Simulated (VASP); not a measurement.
Wanted: the native input for a VASP 6.6.1 run.

| Quantity | Value |
| --- | --- |
| Task | single point |
| Functional | PBEsol |
| Potentials or basis | VASP PAW PBE potentials, release 64 (Zn) |
| Cutoff | 520 eV |
| k mesh | 12 × 12 × 4 |
| Occupations | fermi-dirac, width 0.05 eV |
| Spin | no spin polarisation |
| Dipole correction | no |
| Further INCAR settings | ALGO = Fast; EDIFF = 1e-07; NBANDS = 25 |

The structure of Zn lies in POSCAR:

```
Zn
1.0
    2.2681701736     -1.3084870100      0.0000000000
    2.2681701736      1.3084870100      0.0000000000
   -1.5917165425      0.0000000000      7.3004081919
Zn
3
Direct
    0.7957720000      0.7623420000      0.3380220000
    0.2277230000      0.2232540000      0.6708490000
   -0.0010090000      0.0084540000     -0.0005550000
```

This cell differs from its parent crystal: atoms moved at random.

The input as run:

INCAR

```
PREC = Accurate
ENCUT = 520
EDIFF = 1E-7
ISMEAR = -1
SIGMA = 0.05
LREAL = F
LASPH = T
NELM = 100
ALGO = Fast
ISIF = 2
LWAVE = F
LCHARG = F
GGA = PS
NBANDS = 25
```

KPOINTS

```
regular mesh
0
Gamma
  12 12 4
```

Potentials or basis: VASP PAW PBE potentials, release 64 (Zn).

Run with:

```bash
$ cat potpaw_PBE.64/Zn/POTCAR > POTCAR
$ mpirun -np 1 vasp_std > vasp.out
```

It gave:

```json
{
  "Pressure": "-0.8 GPa",
  "Largest force": "0.100 eV/Å",
  "Band gap on the k mesh": "zero (band 18 reaches 4.63 eV, above the bottom of band 19 at 0.30 eV)"
}
```

Caveat: the cell differs from its parent crystal (atoms moved at random); the PAW data sets were made with another functional, which shifts forces and pressure a little.

It used 690 s of CPU time on 1 thread of AMD EPYC 7R13 Processor (Zen 3), with other jobs on the host.
